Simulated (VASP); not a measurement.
Wanted: the native input for a VASP 6.6.1 run.

| Item | Value |
| --- | --- |
| Task | single point |
| Functional | PBE |
| Potentials or basis | VASP PAW PBE potentials, release 64 (Al, Co, Ni) |
| Cutoff | 600 eV |
| k mesh | 6 × 6 × 2 |
| Occupations | gaussian, width 0.1 eV |
| Spin | collinear spin, ferromagnetic start |
| Starting moments | [0.0, 0.0, 0.0, 3.0, 3.0, 2.0] μB |
| Dipole correction | no |
| Further INCAR settings | ALGO = Normal; EDIFF = 1e-06; NBANDS = 32 |

The structure of Al3Co2Ni lies in POSCAR:

```
Al3Co2Ni
1.0
    2.8803062035      0.0000000000      0.0000000000
    0.0000000000      2.8803062035      0.0000000000
    0.0000000000      0.0000000000      8.5567234550
Al Co Ni
3 2 1
Direct
    0.0000000000      0.0000000000      0.8297160820
    0.0000000000      0.0000000000      0.5000000000
    0.0000000000      0.0000000000      0.1702839180
    0.5000000000      0.5000000000      0.6670222669
    0.5000000000      0.5000000000      0.3329777331
    0.5000000000      0.5000000000      0.0000000000
```

The input as run:

INCAR

```
SYSTEM = Al3Co2Ni
PREC     = Accurate       ! precision mode
ENCUT    = 600            ! plane-wave cutoff, eV
EDIFF    = 1E-6           ! SCF threshold, eV
ISMEAR   = 0              ! smearing method
SIGMA    = 0.1            ! smearing width, eV
LREAL    = .False.        ! projectors in reciprocal space
LASPH    = .True.         ! aspherical terms in the spheres
NELM     = 200            ! most SCF steps
ALGO     = Normal         ! electronic algorithm
ISIF     = 2              ! what is computed and relaxed
LWAVE    = .False.        ! write WAVECAR
LCHARG   = .True.         ! write CHGCAR
ISPIN    = 2              ! spin polarisation
MAGMOM   = 0 0 0 3 3 2    ! initial moments
LORBIT   = 11             ! projections on sites
LMAXMIX  = 4              ! l up to which the mixer works
GGA      = PE             ! functional
LELF     = .True.         ! ELF
LVHAR    = .True.       
NBANDS   = 32             ! bands
GGA_COMPAT= .False.
```

KPOINTS

```
Automatic mesh
0
Gamma
  6 6 2
  0 0 0
```

Potentials or basis: VASP PAW PBE potentials, release 64 (Al, Co, Ni).

The run is started by

```bash
$ cat potpaw_PBE.64/Al/POTCAR potpaw_PBE.64/Co/POTCAR potpaw_PBE.64/Ni/POTCAR > POTCAR
$ mpirun -np 1 vasp_std > vasp.out
```

Results of the run:

- Pressure: -0.1 GPa
- Largest force: 0.008 eV/Å
- Net moment: 0.88 μB per cell
- Site moments: Al -0.01; Co +0.46; Ni +0.06 μB
- Valence electrons inside the program's atomic spheres: Al 0.81; Co 8.43; Ni 9.44

Caveat: the k points lie up to 0.37 Å⁻¹ apart.

It took 2.7 min on 1 thread of Oxide Virtual Turin-like Processor, with other jobs on the host, peak memory 0.24 GiB.
